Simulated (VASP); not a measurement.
# Na (I4/mmm) in VASP: a series of runs, part 2 of 2

VASP 6.6.1. The steps go on from the part before.

## Step 3: Single point, LDA

File INCAR:

```
SYSTEM = Na
PREC = Accurate
ENCUT = 520
EDIFF = 1E-6
ISMEAR = 0
SIGMA = 0.15
LREAL = .False.
LASPH = .True.
NELM = 100
ALGO = Fast
ISIF = 2
LWAVE = .False.
LCHARG = .True.
GGA = CA
LELF = .True.
LVHAR = .True.
NBANDS = 10
```

File KPOINTS:

```
Automatic mesh
0
Gamma
  18 18 18
  0 0 0
```

File POSCAR:

```
Na
1.0
   -2.0512843058      2.0512843058      2.2564127364
    2.0512843058     -2.0512843058      2.2564127364
    2.0512843058      2.0512843058     -2.2564127364
Na
1
Direct
    0.0000000000      0.0000000000      0.0000000000
```

Potentials or basis: VASP PAW LDA potentials, release 64 (Na_pv).

Launch:

```console
cat potpaw_LDA.64/Na_pv/POTCAR > POTCAR
mpirun -np 1 vasp_std > vasp.out
```

OUTCAR:

```text
SYSTEM = Na
   PREC = Accurate
   ENCUT = 520
   EDIFF = 1E-6
   ISMEAR = 0
   LREAL = .False.
   LASPH = .True.
   NELM = 100
   ISIF = 2
   GGA = CA

 ion  position               nearest neighbor table
   1  0.000  0.000  0.000-

  LATTYP: Found a body centered tetragonal cell.
 ALAT       =     4.1025686116
 C/A-ratio  =     1.1000000000

  Lattice vectors:

 A1 = (  -2.0512843058,   2.0512843058,   2.2564127364)
 A2 = (   2.0512843058,  -2.0512843058,   2.2564127364)
 A3 = (   2.0512843058,   2.0512843058,  -2.2564127364)

Analysis of symmetry for initial positions (statically):
=====================================================================
 Subroutine PRICEL returns:
 Original cell was already a primitive cell.

 Routine SETGRP: Setting up the symmetry group for a
 body centered tetragonal supercell.

 Subroutine GETGRP returns: Found 16 space group operations
 (whereof 16 operations were pure point group operations)
 out of a pool of 16 trial point group operations.

The static configuration has the point symmetry D_4h.

Analysis of symmetry for dynamics (positions and initial velocities):
=====================================================================
 Subroutine PRICEL returns:
 Original cell was already a primitive cell.

 Routine SETGRP: Setting up the symmetry group for a
 body centered tetragonal supercell.

 Subroutine GETGRP returns: Found 16 space group operations
 (whereof 16 operations were pure point group operations)
 out of a pool of 16 trial point group operations.

The dynamic configuration has the point symmetry D_4h.

 Subroutine INISYM returns: Found 16 space group operations
 (whereof 16 operations are pure point group operations),
 and found     1 'primitive' translations

----------------------------------------------------------------------------------------

                                     Primitive cell

  volume of cell :      37.9778

  direct lattice vectors                    reciprocal lattice vectors
    -2.051284306  2.051284306  2.256412736     0.000000000  0.243749732  0.221590666
     2.051284306 -2.051284306  2.256412736     0.243749732  0.000000000  0.221590666
     2.051284306  2.051284306 -2.256412736     0.243749732  0.243749732  0.000000000

  length of vectors
     3.675177961  3.675177961  3.675177961     0.329418207  0.329418207  0.344714177

  position of ions in fractional coordinates (direct lattice)
     0.000000000  0.000000000  0.000000000

  ion indices of the primitive-cell ions
   primitive index   ion index
                 1           1

----------------------------------------------------------------------------------------

 KPOINTS: Automatic mesh

Automatic generation of k-mesh.
 Grid dimensions read from file:
 generate k-points for:   18   18   18

 Generating k-lattice:

  Cartesian coordinates                     Fractional coordinates (reciprocal lattice)
     0.000000000  0.013541652  0.012310593     0.055555556 -0.000000000  0.000000000
     0.013541652  0.000000000  0.012310593    -0.000000000  0.055555556  0.000000000
     0.013541652  0.013541652  0.000000000     0.000000000  0.000000000  0.055555556

  Length of vectors
     0.018301011  0.018301011  0.019150788

  Shift w.r.t. Gamma in fractional coordinates (k-lattice)
     0.000000000  0.000000000  0.000000000

 Subroutine IBZKPT returns following result:
 ===========================================

 Found    480 irreducible k-points:

 Following reciprocal coordinates:
            Coordinates               Weight
  0.000000  0.000000  0.000000      1.000000
  0.055556 -0.000000  0.000000      8.000000
  0.111111 -0.000000  0.000000      8.000000
  0.166667 -0.000000  0.000000      8.000000
  0.222222 -0.000000  0.000000      8.000000
  0.277778  0.000000  0.000000      8.000000
[... 16 lines left out ...]
 -0.277778  0.055556 -0.000000     16.000000
 -0.222222  0.055556 -0.000000     16.000000
 [... further k-points ...]
   k-points           NKPTS =    480   k-points in BZ     NKDIM =    480   number of bands    NBANDS=     10
   number of dos      NEDOS =    301   number of ions     NIONS =      1
   total plane-waves  NPLWV =  21952
   dimension x,y,z NGX =    28 NGY =   28 NGZ =   28
   dimension x,y,z NGXF=    56 NGYF=   56 NGZF=   56
   ions per type =               1
   NGX,Y,Z   is equivalent  to a cutoff of  12.67, 12.67, 12.67 a.u.
   NGXF,Y,Z  is equivalent  to a cutoff of  25.33, 25.33, 25.33 a.u.
 SYSTEM =  Na
   PREC   = accura    normal or accurate (medium, high low for compatibility)
   ISTART =      0    job   : 0-new  1-cont  2-samecut
   ICHARG =      2    charge: 1-file 2-atom 10-const
   ISPIN  =      1    spin polarized calculation?
   LNONCOLLINEAR =      F non collinear calculations
   LSORBIT =      F    spin-orbit coupling
   LASPH  =      T    aspherical Exc in radial PAW
   ENCUT  =  520.0 eV  38.22 Ry    6.18 a.u.   6.83  6.83  6.83*2*pi/ulx,y,z
   NELM   =    100;   NELMIN=  2; NELMDL= -5     # of ELM steps
   EDIFF  = 0.1E-05   stopping-criterion for ELM
   LREAL  =      F    real-space projection
   EDIFFG = 0.1E-04   stopping-criterion for IOM
   NSW    =      0    number of steps for IOM
   IBRION =     -1    ionic relax: 0-MD 1-quasi-New 2-CG
   NFREE  =      0    steps in history (QN), initial steepest desc. (CG)
   ISIF   =      2    stress and relaxation
   ISYM   =      2    0-nonsym 1-usesym 2-fastsym
   POTIM  = 0.5000    time-step for ionic-motion
   TEBEG  =    0.0;   TEEND  =   0.0 temperature during run
   PSTRESS=    0.0 pullay stress
   NELECT =       7.0000    total number of electrons
   NUPDOWN=      -1.0000    fix difference up-down
   EMIN   =  10.00;   EMAX   =-10.00  energy-range for DOS
   EFERMI =   0.00;   METHOD = LEGACY
   ISMEAR =     0;   SIGMA  =   0.15  broadening in eV -4-tet -1-fermi 0-gaus
   EFERMI_NEDOS =   21; number of points for ismear=-14 and -15
   IALGO  =     68    algorithm
   IMIX   =      4    mixing-type and parameters
     AMIX     =   0.40;   BMIX     =  1.00
     AMIX_MAG =   1.60;   BMIX_MAG =  1.00
  volume/ion in A,a.u.               =      37.98       256.29
  Fermi-wavevector in a.u.,A,eV,Ry     =   0.931674  1.760609 11.810087  0.868017
  Thomas-Fermi vector in A             =   2.058192
   LORBIT       =      0    0 simple, 1 ext, 2 COOP (PROOUT), +10 PAW based schemes
   GGA     = CA    functional components
   LHFCALC =     F    Hartree Fock is set to
   AEXX    =    0.0000 exact exchange contribution
   IVDW    =     0    specifies the selected vdW correction
   LEPSILON=     F    determine dielectric tensor
   LRPA    =     F    only Hartree local field effects (RPA)
 non-spin polarized calculation
 RMM-DIIS sequential band-by-band and
 Gauss-broadening in eV      SIGMA  =   0.15
  energy-cutoff  :      520.00
  volume of cell :       37.98
 maximum number of plane-waves:      1044
   NGX = 13   NGY = 13   NGZ = 13

 number of electron       7.0000008 magnetization

 Free energy of the ion-electron system (eV)
  ---------------------------------------------------
  ext. energy  EPLUGINS =         0.00000000
  ---------------------------------------------------
  free energy    TOTEN  =        -1.44157750 eV

  energy without entropy =       -1.43655636  energy(sigma->0) =       -1.43906693

 E-fermi :   0.0979     XC(G=0):  -6.6607

 val. band max:        0.0933917221   @ k =   0.4444  -0.0000   0.0000
 cond. band min:       0.1002569452   @ k =  -0.2222  -0.3889   0.1667
 fundamental gap:      0.0068652231
 Fermi energy:         0.0978810076

 k-point     1 :       0.0000    0.0000    0.0000
  band No.  band energies     occupation
      1     -24.8685      2.00000
      2     -24.8685      2.00000
      3     -24.8684      2.00000
      4      -3.1375      2.00000
      5      11.2053      0.00000
      6      11.2053      0.00000
      7      12.0296      0.00000
      8      12.5495      0.00000
      9      12.8154      0.00000
     10      12.8684      0.00000

 k-point     2 :       0.0556   -0.0000    0.0000
  band No.  band energies     occupation
      1     -24.8695      2.00000
      2     -24.8688      2.00000
      3     -24.8685      2.00000
      4      -3.0854      2.00000
      5      10.4609      0.00000
      6      10.9669      0.00000
      7      11.6651      0.00000
      8      12.2240      0.00000
      9      12.5458      0.00000
     10      12.9262      0.00000
[... 274 lines left out ...]
 k-point    24 :      -0.2222    0.0556   -0.0000
  band No.  band energies     occupation
      1     -24.8802      2.00000
      2     -24.8718      2.00000
      3     -24.8690      2.00000
      4      -2.4450      2.00000
      5       7.0239      0.00000
      6       9.5237      0.00000
      7      10.0781      0.00000
      8      11.4098      0.00000
      9      11.5980      0.00000
     10      12.8201      0.00000

 [... further k-points ...]
[... 5 lines left out ...]
  --------------------------------------------------------------------------------------
  -------------------------------------------------------------------------------------
  Total       -0.2567422     -0.2567422     -0.2604516      0.0000000     -0.0000000      0.0000000
  in kB      -10.8312244    -10.8312244    -10.9877163      0.0000000     -0.0000000      0.0000000
  external PRESSURE =     -10.8833883 kB  Pullay stress =       0.0000000 kB

 VOLUME and BASIS-vectors are now :
 -----------------------------------------------------------------------------
  energy-cutoff  :      520.00
  volume of cell :       37.98
      direct lattice vectors                 reciprocal lattice vectors
    -2.051284306  2.051284306  2.256412736     0.000000000  0.243749732  0.221590666
     2.051284306 -2.051284306  2.256412736     0.243749732  0.000000000  0.221590666
     2.051284306  2.051284306 -2.256412736     0.243749732  0.243749732  0.000000000

 POSITION                                       TOTAL-FORCE (eV/Angst)
 -----------------------------------------------------------------------------------
      0.00000      0.00000      0.00000        -0.000000      0.000000      0.000000
 -----------------------------------------------------------------------------------
    total drift:                               -0.000000     -0.000000     -0.000000

  FREE ENERGIE OF THE ION-ELECTRON SYSTEM (eV)
  ---------------------------------------------------
  free  energy   TOTEN  =        -1.4415775045 eV

  energy  without entropy=       -1.4365563550  energy(sigma->0) =       -1.43906693
```

stdout:

```text
POSCAR found type information on POSCAR Na
 POSCAR found :  1 types and       1 ions
 scaLAPACK will be used
 LDA part: xc-table for (Slater(with rela. corr.)+CA(PZ))
 , standard interpolation
 POSCAR, INCAR and KPOINTS ok, starting setup
 FFT: planning ... GRIDC
 FFT: planning ... GRID_SOFT
 FFT: planning ... GRID
 WAVECAR not read
 entering main loop
```

It took 50 s on 1 thread of Intel Xeon 6975P-C (Granite Rapids), shared host; peak memory 0.25 GiB.

Results:

* Free energy: -1.4416 eV
* Pressure: -1.1 GPa

## Step 4: Single point, LDA

This run uses another cell than the first one, of the same volume but with other edges.

File INCAR:

```
SYSTEM = Na
PREC = Accurate ; ENCUT = 520
EDIFF = 1E-6 ; ISMEAR = 0
SIGMA = 0.15 ; LREAL = .FALSE.
LASPH = .TRUE. ; NELM = 60
ALGO = Fast ; ISIF = 2
LWAVE = .FALSE. ; LCHARG = .FALSE.
NBANDS = 10
```

File KPOINTS:

```
regular mesh
0
G
  18 18 18
  0 0 0
```

File POSCAR:

```
Na
1.0
   -2.4444751881      2.4444751881      1.5889088723
    2.4444751881     -2.4444751881      1.5889088723
    2.4444751881      2.4444751881     -1.5889088723
Na
1
Direct
    0.0000000000      0.0000000000      0.0000000000
```

Launch:

```console
cat potpaw_LDA.64/Na_pv/POTCAR > POTCAR
mpirun -np 1 vasp_std > vasp.out
```

Wall time 48 s (1 thread of Intel Xeon 6975P-C (Granite Rapids), shared host); peak memory 0.24 GiB.

It converged, with:

```
Free energy : -1.3615 eV
Pressure    : -0.6 GPa
```

Stress tensor (GPa, compression positive):
```
-1.76  0.00  0.00
 0.00 -1.76  0.00
 0.00  0.00  1.79
```

Levels at points of the mesh, in eV from the Fermi level:
```csv
k point,band 1,band 2,band 3,band 4,band 5,band 6
"(0.00, 0.00, 0.00)",-25.06,-25.06,-25.06,-3.24,7.87,8.97
"(0.50, 0.00, 0.00)",-25.15,-25.06,-25.06,1.70,2.31,7.03
"(0.50, 0.50, 0.00)",-25.09,-25.06,-25.06,-0.11,-0.05,10.85
"(0.50, 0.50, 0.50)",-25.08,-25.08,-25.06,2.69,2.69,3.12
```

## Step 5: Overview

| cell | gap on the mesh (eV) | pressure (GPa) |
| --- | --- | --- |
| a = 3.673 Å, angles 107.3, 107.3, 113.9°, 1 atom | none | -1.1 |
| a = 3.675 Å, angles 112.1, 112.1, 104.2°, 1 atom | none | -1.1 |
| a = 3.805 Å, angles 100.0, 100.0, 130.6°, 1 atom | none | -0.6 |

Alike in all rows: task single point; level LDA; potentials or basis VASP PAW LDA potentials, release 64 (Na_pv); no spin polarisation; k mesh 18 × 18 × 18; cutoff (eV) 520; smearing gaussian 0.15 eV.

Absolute energies hang on the potentials; compare differences alone.
